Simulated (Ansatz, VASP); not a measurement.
# Two plane-wave programs on GaP

```
Ga P
1.0
     0.00000    2.72541    2.72541
     2.72541    0.00000    2.72541
     2.72541    2.72541    0.00000
Ga P
1 1
Direct
  0.00000 0.00000 0.00000
  0.25000 0.25000 0.25000
```

Alike in both runs: task single point; functional LDA; k mesh 6 × 6 × 6; no spin polarisation.

```csv
,VASP,Ansatz
version,VASP 6.6.1,Ansatz 0.2.0
potentials or method,"VASP PAW LDA potentials, release 64 (Ga_d, P)",plane waves
plane-wave cutoff (eV),500,420
occupations,"gaussian, width 0.01 eV",fixed
valence electrons in the cell,18,18
```

```tsv
	VASP	Ansatz	Ansatz less VASP
gap on the k mesh at the Fermi level (eV)	1.49	1.49	+0.001
pressure (GPa)	-2.7	-2.7	-0.07
```

LDA's correlation is that of Perdew and Zunger in VASP and of Perdew and Wang (1992) in Ansatz.
